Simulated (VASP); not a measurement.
Set up this calculation in VASP 6.6.1, as the native input.

- Task: single point
- Functional: PBE
- Potentials or basis: VASP PAW PBE potentials, release 64 (C)
- Cutoff: 520 eV
- k mesh: 12 × 12 × 12
- Occupations: gaussian, width 0.05 eV
- Spin: no spin polarisation
- Dipole correction: no
- Further INCAR settings: ALGO = Normal; EDIFF = 1e-07; NBANDS = 31

The structure of C lies in POSCAR:

```
C
1.0
    1.2724000000      0.7346204825      9.5376666667
   -1.2724000000      0.7346204825      9.5376666667
    0.0000000000     -1.4692409650      9.5376666667
C
10
Direct
    0.0248257000      0.0248257000      0.0248257000
    0.9751743000      0.9751743000      0.9751743000
    0.1086810650      0.1086810650      0.1086810650
    0.8913189350      0.8913189350      0.8913189350
    0.1583663742      0.1583663742      0.1583663742
    0.8416336258      0.8416336258      0.8416336258
    0.3748589682      0.3748589682      0.3748589682
    0.6251410318      0.6251410318      0.6251410318
    0.4253192967      0.4253192967      0.4253192967
    0.5746807033      0.5746807033      0.5746807033
```

The input as run:

INCAR

```
ALGO     = Normal         # electronic algorithm
EDIFF    = 1E-7           # SCF threshold, eV
ENCUT    = 520            # plane-wave cutoff, eV
GGA      = PE             # functional
ISIF     = 2              # what is computed and relaxed
ISMEAR   = 0              # smearing method
LASPH    = T              # aspherical terms in the spheres
LCHARG   = F              # write CHGCAR
LREAL    = F              # projectors in reciprocal space
LWAVE    = F              # write WAVECAR
NBANDS   = 31             # bands
NELM     = 100            # most SCF steps
PREC     = Accurate       # precision mode
SIGMA    = 0.05           # smearing width, eV
```

KPOINTS

```
k-points
0
Gamma
  12 12 12
```

Potentials or basis: VASP PAW PBE potentials, release 64 (C).

Command:

```console
$ cat potpaw_PBE.64/C/POTCAR > POTCAR
$ mpirun -np 1 vasp_std > vasp.out
```

Results of the run:

| Property | Result |
| --- | --- |
| Pressure | 38.0 GPa |
| Largest force | 1.336 eV/Å |
| Band gap on the k mesh | 3.35 eV (least direct gap 4.32 eV) |

Caveat: the stress differs along the axes, from -8 to 131 GPa; forces of over 1 eV/Å act on the atoms, so gaps and moduli don't describe the material at rest.

It took 69 min on 1 thread of Intel(R) Xeon(R) Platinum 8488C (Sapphire Rapids), with other jobs on the host, peak memory 0.77 GiB.
